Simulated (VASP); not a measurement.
# ZrC (rock salt type) (Fm-3m) in VASP: further runs

ZrC (rock salt type) is run at these levels: HSE06; tasks: single point.

Program: VASP 6.6.1. These are calculated values, not measurements. Logs are shortened: lines on timing, memory, paths and dates and some standing lists are left out, and cuts for length are marked.

## (1) The cell of the first run

Symmetry: Fm-3m, No. 225, cubic system. Conventional cell: a = 4.630 Å, b = 4.630 Å, c = 4.630 Å, α = 90.00°, β = 90.00°, γ = 90.00°. Zr (site symmetry m-3m) has 6 C at 2.32 Å within 3.1 Å. Within 3.1 Å of C (site symmetry m-3m) lie 6 Zr at 2.32 Å.

## (2) Single point, HSE06

Contents of POSCAR:

```
ZrC
1.0
    0.0000000000      2.3150770332      2.3150770332
    2.3150770332      0.0000000000      2.3150770332
    2.3150770332      2.3150770332      0.0000000000
Zr C
1 1
Direct
    0.0000000000      0.0000000000      0.0000000000
    0.5000000000      0.5000000000      0.5000000000
```

Contents of INCAR.step1:

```
ALGO = Normal ; EDIFF = 1E-5
ENCUT = 520 ; GGA = PE
ISIF = 2 ; ISMEAR = -1
LASPH = True ; LCHARG = False
LREAL = False ; LWAVE = True
NBANDS = 15 ; NELM = 80
PREC = Accurate ; SIGMA = 0.1
```

Contents of INCAR.step2:

```
ALGO = Normal ; EDIFF = 1E-6
ENCUT = 520 ; GGA = PE
HFSCREEN = 0.2079 ; ISIF = 2
ISMEAR = -1 ; ISTART = 1
LASPH = True ; LCHARG = False
LHFCALC = True ; LREAL = False
LWAVE = False ; NBANDS = 15
NELM = 80 ; PREC = Accurate
PRECFOCK = Normal ; SIGMA = 0.1
```

Contents of KPOINTS:

```
k-points
0
Gamma
  4 4 4
```

Potentials or basis: VASP PAW PBE potentials, release 64 (Zr_sv, C).

Started as:

```
> cat potpaw_PBE.64/Zr_sv/POTCAR potpaw_PBE.64/C/POTCAR > POTCAR
> cp INCAR.step1 INCAR
> mpirun -np 1 vasp_std > vasp.out
> cp INCAR.step2 INCAR
> mpirun -np 1 vasp_std > vasp.out
```

OUTCAR:

```text
EDIFF = 1E-6
   ENCUT = 520
   GGA = PE
   HFSCREEN = 0.2079
   ISIF = 2
   ISMEAR = -1
   ISTART = 1
   LASPH = True
   LHFCALC = True
   LREAL = False
   NELM = 80
   PREC = Accurate
   PRECFOCK = Normal

 ion  position               nearest neighbor table
   1  0.000  0.000  0.000-   2 2.32   2 2.32   2 2.32   2 2.32   2 2.32   2 2.32
   2  0.500  0.500  0.500-   1 2.32   1 2.32   1 2.32   1 2.32   1 2.32   1 2.32

  LATTYP: Found a face centered cubic cell.
 ALAT       =     4.6301540664

  Lattice vectors:

 A1 = (   0.0000000000,   2.3150770332,   2.3150770332)
 A2 = (   2.3150770332,   0.0000000000,   2.3150770332)
 A3 = (   2.3150770332,   2.3150770332,   0.0000000000)

Analysis of symmetry for initial positions (statically):
=====================================================================
 Subroutine PRICEL returns:
 Original cell was already a primitive cell.

 Routine SETGRP: Setting up the symmetry group for a
 face centered cubic supercell.

 Subroutine GETGRP returns: Found 48 space group operations
 (whereof 48 operations were pure point group operations)
 out of a pool of 48 trial point group operations.

The static configuration has the point symmetry O_h .

Analysis of symmetry for dynamics (positions and initial velocities):
=====================================================================
 Subroutine PRICEL returns:
 Original cell was already a primitive cell.

 Routine SETGRP: Setting up the symmetry group for a
 face centered cubic supercell.

 Subroutine GETGRP returns: Found 48 space group operations
 (whereof 48 operations were pure point group operations)
 out of a pool of 48 trial point group operations.

The dynamic configuration has the point symmetry O_h .

 Subroutine INISYM returns: Found 48 space group operations
 (whereof 48 operations are pure point group operations),
 and found     1 'primitive' translations

----------------------------------------------------------------------------------------

                                     Primitive cell

  volume of cell :      24.8157

  direct lattice vectors                    reciprocal lattice vectors
     0.000000000  2.315077033  2.315077033    -0.215975535  0.215975535  0.215975535
     2.315077033  0.000000000  2.315077033     0.215975535 -0.215975535  0.215975535
     2.315077033  2.315077033  0.000000000     0.215975535  0.215975535 -0.215975535

  length of vectors
     3.274013338  3.274013338  3.274013338     0.374080599  0.374080599  0.374080599

  position of ions in fractional coordinates (direct lattice)
     0.000000000  0.000000000  0.000000000
     0.500000000  0.500000000  0.500000000

  ion indices of the primitive-cell ions
   primitive index   ion index
                 1           1
                 2           2

----------------------------------------------------------------------------------------

 KPOINTS: k-points

Automatic generation of k-mesh.
 Grid dimensions read from file:
 generate k-points for:    4    4    4

 Generating k-lattice:

  Cartesian coordinates                     Fractional coordinates (reciprocal lattice)
    -0.053993884  0.053993884  0.053993884     0.250000000  0.000000000  0.000000000
     0.053993884 -0.053993884  0.053993884     0.000000000  0.250000000  0.000000000
     0.053993884  0.053993884 -0.053993884     0.000000000  0.000000000  0.250000000

  Length of vectors
     0.093520150  0.093520150  0.093520150

  Shift w.r.t. Gamma in fractional coordinates (k-lattice)
     0.000000000  0.000000000  0.000000000

 Subroutine IBZKPT returns following result:
 ===========================================

 Found      8 irreducible k-points:

 Following reciprocal coordinates:
            Coordinates               Weight
  0.000000  0.000000  0.000000      1.000000
  0.250000  0.000000  0.000000      8.000000
  0.500000  0.000000  0.000000      4.000000
  0.250000  0.250000  0.000000      6.000000
  0.500000  0.250000  0.000000     24.000000
 -0.250000  0.250000  0.000000     12.000000
  0.500000  0.500000  0.000000      3.000000
 -0.250000  0.500000  0.250000      6.000000
   k-points           NKPTS =      8   k-points in BZ     NKDIM =     64   number of bands    NBANDS=     15
   number of dos      NEDOS =    301   number of ions     NIONS =      2
   total plane-waves  NPLWV =  13824
   dimension x,y,z NGX =    24 NGY =   24 NGZ =   24
   dimension x,y,z NGXF=    48 NGYF=   48 NGZF=   48
   ions per type =               1   1
   NGX,Y,Z   is equivalent  to a cutoff of  12.19, 12.19, 12.19 a.u.
   NGXF,Y,Z  is equivalent  to a cutoff of  24.37, 24.37, 24.37 a.u.
 SYSTEM =  unknown system
   PREC   = accura    normal or accurate (medium, high low for compatibility)
   ISTART =      1    job   : 0-new  1-cont  2-samecut
   ICHARG =      0    charge: 1-file 2-atom 10-const
   ISPIN  =      1    spin polarized calculation?
   LNONCOLLINEAR =      F non collinear calculations
   LSORBIT =      F    spin-orbit coupling
   LASPH  =      T    aspherical Exc in radial PAW
   ENCUT  =  520.0 eV  38.22 Ry    6.18 a.u.   6.09  6.09  6.09*2*pi/ulx,y,z
   NELM   =     80;   NELMIN=  2; NELMDL=  0     # of ELM steps
   EDIFF  = 0.1E-05   stopping-criterion for ELM
   LREAL  =      F    real-space projection
   EDIFFG = 0.1E-04   stopping-criterion for IOM
   NSW    =      0    number of steps for IOM
   IBRION =     -1    ionic relax: 0-MD 1-quasi-New 2-CG
   NFREE  =      0    steps in history (QN), initial steepest desc. (CG)
   ISIF   =      2    stress and relaxation
   ISYM   =      3    0-nonsym 1-usesym 2-fastsym
   POTIM  = 0.5000    time-step for ionic-motion
   TEBEG  =    0.0;   TEEND  =   0.0 temperature during run
   PSTRESS=    0.0 pullay stress
   NELECT =      16.0000    total number of electrons
   NUPDOWN=      -1.0000    fix difference up-down
   EMIN   =  10.00;   EMAX   =-10.00  energy-range for DOS
   EFERMI =   0.00;   METHOD = LEGACY
   ISMEAR =    -1;   SIGMA  =   0.10  broadening in eV -4-tet -1-fermi 0-gaus
   EFERMI_NEDOS =   21; number of points for ismear=-14 and -15
   IALGO  =     38    algorithm
   IMIX   =      1    mixing-type and parameters
     AMIX     =   0.40;   BMIX     =  1.00
     AMIX_MAG =   1.60;   BMIX_MAG =  1.00
  volume/ion in A,a.u.               =      12.41        83.73
  Fermi-wavevector in a.u.,A,eV,Ry     =   1.414293  2.672626 27.214708  2.000225
  Thomas-Fermi vector in A             =   2.535850
   LORBIT       =      0    0 simple, 1 ext, 2 COOP (PROOUT), +10 PAW based schemes
   GGA     = PE    functional components
   LHFCALC =     T    Hartree Fock is set to
   PRECFOCK=normal    Normal, Fast or Accurate (Low or Medium for compatibility)
   ENCUT4O =  -1.0   cutoff for four orbital integrals eV
   NKREDX  =     1    reduce k-point grid by
   NKREDY  =     1    reduce k-point grid by
   NKREDZ  =     1    reduce k-point grid by
   AEXX    =    0.2500 exact exchange contribution
   HFSCREEN=    0.2079 screening length (either q_TF or 0.3 A-1)
   HFSCREENC=   0.2079 screening length for correlation (either q_TF or 0.3 A-1)
   ENCUTFOCK=  -1.0 apply spherical cutoff to Coloumb kernel
   IVDW    =     0    specifies the selected vdW correction
   LEPSILON=     F    determine dielectric tensor
   LRPA    =     F    only Hartree local field effects (RPA)
 non-spin polarized calculation
  energy-cutoff  :      520.00
  volume of cell :       24.82
 maximum number of plane-waves:       692
  NGX = 20; NGY = 20; NGZ = 20

 number of electron      16.0000000 magnetization

 Free energy of the ion-electron system (eV)
  ---------------------------------------------------
  ext. energy  EPLUGINS =         0.00000000
  ---------------------------------------------------
  free energy    TOTEN  =       -22.25818788 eV

  energy without entropy =      -22.24076136  energy(sigma->0) =      -22.24947462

 E-fermi :   9.7521     XC(G=0): -10.1274

 val. band max:        9.4941366763   @ k =   0.2500   0.2500   0.0000
 cond. band min:       9.9388984775   @ k =   0.5000   0.5000   0.0000
 fundamental gap:      0.4447618012
 Fermi energy:         9.7521175253

 k-point     1 :       0.0000    0.0000    0.0000
  band No.  band energies     occupation
      1     -41.4242      2.00000
      2     -17.6879      2.00000
      3     -17.6878      2.00000
      4     -17.6878      2.00000
      5      -3.1994      2.00000
      6      10.9418      0.00001
      7      10.9418      0.00001
      8      10.9418      0.00001
      9      11.6417      0.00000
     10      11.6417      0.00000
     11      11.6417      0.00000
     12      13.5118      0.00000
     13      13.5118      0.00000
     14      18.7325      0.00000
     15      21.2929      0.00000

 k-point     2 :       0.2500    0.0000    0.0000
  band No.  band energies     occupation
      1     -41.3552      2.00000
      2     -18.2850      2.00000
      3     -17.7347      2.00000
      4     -17.7347      2.00000
      5      -1.6991      2.00000
      6       6.6683      2.00000
      7       7.7724      2.00000
      8       7.7724      2.00000
      9      13.3641      0.00000
     10      13.3641      0.00000
     11      13.4904      0.00000
     12      18.0513      0.00000
     13      18.0513      0.00000
     14      20.6068      0.00000
     15      24.5031      0.00000
[... 77 lines left out ...]
      3     -18.0549      2.00000
      4     -18.0549      2.00000
      5      -1.9300      2.00000
      6       7.3532      2.00000
      7       8.1002      2.00000
      8       9.9389      0.26759
      9       9.9389      0.26759
     10      15.4334      0.00000
     11      17.0612      0.00000
     12      17.0612      0.00000
     13      19.6592      0.00000
     14      22.0491      0.00000
     15      23.6976      0.00000

 k-point     8 :      -0.2500    0.5000    0.2500
  band No.  band energies     occupation
      1     -41.2386      2.00000
      2     -18.3648      2.00000
      3     -18.3648      2.00000
      4     -18.0914      2.00000
      5      -1.0767      2.00000
      6       6.7458      2.00000
      7       7.0924      2.00000
      8       7.0924      2.00000
      9      14.1093      0.00000
     10      14.1093      0.00000
     11      17.0768      0.00000
     12      18.3842      0.00000
     13      18.5615      0.00000
     14      25.2321      0.00000
     15      25.2322      0.00000

------------------------ aborting loop because EDIFF is reached ----------------------------------------

  FORCE on cell =-STRESS in cart. coord.  units (eV):
  Direction    XX          YY          ZZ          XY          YZ          ZX
  --------------------------------------------------------------------------------------
  -------------------------------------------------------------------------------------
  Total        1.3794469      1.3794469      1.3794469      0.0000000      0.0000000      0.0000000
  in kB       89.0613437     89.0613437     89.0613437      0.0000000      0.0000000      0.0000000
  external PRESSURE =      89.0613437 kB  Pullay stress =       0.0000000 kB

 VOLUME and BASIS-vectors are now :
 -----------------------------------------------------------------------------
  energy-cutoff  :      520.00
  volume of cell :       24.82
      direct lattice vectors                 reciprocal lattice vectors
     0.000000000  2.315077033  2.315077033    -0.215975535  0.215975535  0.215975535
     2.315077033  0.000000000  2.315077033     0.215975535 -0.215975535  0.215975535
     2.315077033  2.315077033  0.000000000     0.215975535  0.215975535 -0.215975535

 POSITION                                       TOTAL-FORCE (eV/Angst)
 -----------------------------------------------------------------------------------
      0.00000      0.00000      0.00000         0.000000     -0.000000     -0.000000
      2.31508      2.31508      2.31508         0.000000      0.000000      0.000000
 -----------------------------------------------------------------------------------
    total drift:                                0.000000      0.000000      0.000000

  FREE ENERGIE OF THE ION-ELECTRON SYSTEM (eV)
  ---------------------------------------------------
  free  energy   TOTEN  =       -22.2581878765 eV

  energy  without entropy=      -22.2407613632  energy(sigma->0) =      -22.24947462
```

It took 1.9 min on 1 thread of Intel Xeon 6975P-C (Granite Rapids), shared host; peak memory 0.24 GiB.

What came out:

- Free energy: -22.2582 eV
- Pressure: 8.9 GPa
- Band gap on the k mesh: zero (band 8 reaches 10.94 eV, above the bottom of band 9 at 9.49 eV)

Caveat: the k points lie up to 0.59 Å⁻¹ apart; the PAW data sets were made with another functional, which shifts forces and pressure a little.

## (3) Single point, HSE06

This run uses another cell than the first one, of 12.80 Å³/atom, 1.032 times its volume.

Contents of POSCAR:

```
ZrC
1.0
    0.0000000000      2.3391941546      2.3391941546
    2.3391941546      0.0000000000      2.3391941546
    2.3391941546      2.3391941546      0.0000000000
Zr C
1 1
Direct
    0.0000000000      0.0000000000      0.0000000000
    0.5000000000      0.5000000000      0.5000000000
```

Contents of INCAR.step1:

```
SYSTEM = ZrC
PREC = Accurate
ENCUT = 520
EDIFF = 1E-5
ISMEAR = -1
SIGMA = 0.1
LREAL = .False.
LASPH = .True.
NELM = 60
ALGO = Normal
ISIF = 2
LWAVE = .True.
LCHARG = .False.
GGA = PE
NBANDS = 15
```

Contents of INCAR.step2:

```
SYSTEM = ZrC
PREC = Accurate
ENCUT = 520
EDIFF = 1E-7
ISMEAR = -1
SIGMA = 0.1
LREAL = .False.
LASPH = .True.
NELM = 60
ALGO = Normal
ISIF = 2
LWAVE = .False.
LCHARG = .False.
GGA = PE
LHFCALC = .True.
HFSCREEN = 0.2079
PRECFOCK = Normal
ISTART = 1
NBANDS = 15
```

Contents of KPOINTS:

```
Automatic mesh
0
Gamma
  4 4 4
  0 0 0
```

Potentials or basis: VASP PAW PBE potentials, release 64 (Zr_sv, C).

Started as:

```
> cat potpaw_PBE.64/Zr_sv/POTCAR potpaw_PBE.64/C/POTCAR > POTCAR
> cp INCAR.step1 INCAR
> mpirun -np 1 vasp_std > vasp.out
> cp INCAR.step2 INCAR
> mpirun -np 1 vasp_std > vasp.out
```

OUTCAR:

```text
SYSTEM = ZrC
   PREC = Accurate
   ENCUT = 520
   EDIFF = 1E-7
   ISMEAR = -1
   LREAL = .False.
   LASPH = .True.
   NELM = 60
   ISIF = 2
   GGA = PE
   LHFCALC = .True.
   HFSCREEN = 0.2079
   PRECFOCK = Normal
   ISTART = 1

 ion  position               nearest neighbor table
   1  0.000  0.000  0.000-   2 2.34   2 2.34   2 2.34   2 2.34   2 2.34   2 2.34
   2  0.500  0.500  0.500-   1 2.34   1 2.34   1 2.34   1 2.34   1 2.34   1 2.34

  LATTYP: Found a face centered cubic cell.
 ALAT       =     4.6783883092

  Lattice vectors:

 A1 = (   0.0000000000,   2.3391941546,   2.3391941546)
 A2 = (   2.3391941546,   0.0000000000,   2.3391941546)
 A3 = (   2.3391941546,   2.3391941546,   0.0000000000)

Analysis of symmetry for initial positions (statically):
=====================================================================
 Subroutine PRICEL returns:
 Original cell was already a primitive cell.

 Routine SETGRP: Setting up the symmetry group for a
 face centered cubic supercell.

 Subroutine GETGRP returns: Found 48 space group operations
[... 168 lines left out ...]
      4     -18.2068      2.00000
      5      -3.4381      2.00000
      6      10.5803      0.00001
      7      10.5803      0.00001
      8      10.5803      0.00001
      9      11.2709      0.00000
     10      11.2709      0.00000
     11      11.2709      0.00000
     12      13.0483      0.00000
     13      13.0483      0.00000
     14      17.9916      0.00000
[... 113 lines left out ...]
      2     -18.8147      2.00000
      3     -18.8147      2.00000
      4     -18.5674      2.00000
      5      -1.3443      2.00000
      6       6.4668      2.00000
      7       6.7445      2.00000
      8       6.7445      2.00000
      9      13.6555      0.00000
     10      13.6555      0.00000
     11      16.4669      0.00000
     12      17.7131      0.00000
     13      17.8411      0.00000
     14      24.4990      0.00000
     15      24.4990      0.00000

------------------------ aborting loop because EDIFF is reached ----------------------------------------

  FORCE on cell =-STRESS in cart. coord.  units (eV):
  Direction    XX          YY          ZZ          XY          YZ          ZX
  --------------------------------------------------------------------------------------
  -------------------------------------------------------------------------------------
  Total        0.1864500      0.1864500      0.1864500     -0.0000000      0.0000000     -0.0000000
  in kB       11.6692806     11.6692806     11.6692806     -0.0000000      0.0000000     -0.0000000
  external PRESSURE =      11.6692806 kB  Pullay stress =       0.0000000 kB

 VOLUME and BASIS-vectors are now :
 -----------------------------------------------------------------------------
  energy-cutoff  :      520.00
  volume of cell :       25.60
      direct lattice vectors                 reciprocal lattice vectors
     0.000000000  2.339194155  2.339194155    -0.213748824  0.213748824  0.213748824
     2.339194155  0.000000000  2.339194155     0.213748824 -0.213748824  0.213748824
     2.339194155  2.339194155  0.000000000     0.213748824  0.213748824 -0.213748824

 POSITION                                       TOTAL-FORCE (eV/Angst)
 -----------------------------------------------------------------------------------
      0.00000      0.00000      0.00000         0.000000      0.000000      0.000000
      2.33919      2.33919      2.33919        -0.000000     -0.000000     -0.000000
 -----------------------------------------------------------------------------------
    total drift:                                0.000000      0.000000      0.000000

  FREE ENERGIE OF THE ION-ELECTRON SYSTEM (eV)
  ---------------------------------------------------
  free  energy   TOTEN  =       -22.2827747805 eV

  energy  without entropy=      -22.2603866239  energy(sigma->0) =      -22.27158070
```

OSZICAR.step1:

```text
N       E                     dE             d eps       ncg     rms          rms(c)
DAV:   1     0.101839640122E+03    0.10184E+03   -0.89641E+03   240   0.109E+03
DAV:   2    -0.180825495200E+02   -0.11992E+03   -0.11021E+03   317   0.281E+02
DAV:   3    -0.227543837243E+02   -0.46718E+01   -0.46368E+01   315   0.493E+01
DAV:   4    -0.228441544669E+02   -0.89771E-01   -0.89750E-01   320   0.707E+00
DAV:   5    -0.228451365540E+02   -0.98209E-03   -0.98206E-03   301   0.534E-01    0.209E+01
DAV:   6    -0.195394894597E+02    0.33056E+01   -0.64319E+00   268   0.228E+01    0.755E+00
DAV:   7    -0.194338837769E+02    0.10561E+00   -0.82321E-01   283   0.595E+00    0.647E+00
DAV:   8    -0.194903638315E+02   -0.56480E-01   -0.46484E-01   261   0.466E+00    0.513E+00
DAV:   9    -0.194199817505E+02    0.70382E-01   -0.10407E-01   268   0.207E+00    0.890E-01
DAV:  10    -0.194187788333E+02    0.12029E-02   -0.10536E-02   296   0.752E-01    0.189E-01
DAV:  11    -0.194187501023E+02    0.28731E-04   -0.20484E-04   262   0.148E-01    0.209E-02
DAV:  12    -0.194187467259E+02    0.33764E-05   -0.78751E-06   198   0.238E-02
   1 F= -.19418747E+02 E0= -.19409613E+02  d E =-.182682E-01
```

Wall time 2.3 min (1 thread of Intel Xeon 6975P-C (Granite Rapids), shared host); peak memory 0.25 GiB.

What came out:

| Item | Value |
| --- | --- |
| Free energy | -22.2828 eV |
| Pressure | 1.2 GPa |
| Band gap on the k mesh | zero (band 8 reaches 10.58 eV, above the bottom of band 9 at 9.21 eV) |

Levels at points of the mesh, in eV from the Fermi level:
```
           k point  band 4  band 5  band 6  band 7  band 8  band 9  band 10  band 11  band 12  band 13
(0.00, 0.00, 0.00)  -27.60  -12.84    1.18    1.18    1.18    1.87     1.87     1.87     3.65     3.65
(0.50, 0.00, 0.00)  -27.69   -9.35   -6.00   -3.30   -3.30    5.79     5.79     6.69     7.40    11.87
(0.50, 0.50, 0.00)  -27.93  -11.53   -2.46   -1.54    0.14    0.14     5.49     7.06     7.06     9.48
```

Caveat: the k points lie up to 0.58 Å⁻¹ apart; the PAW data sets were made with another functional, which shifts forces and pressure a little.

[end of part 1 of 2]
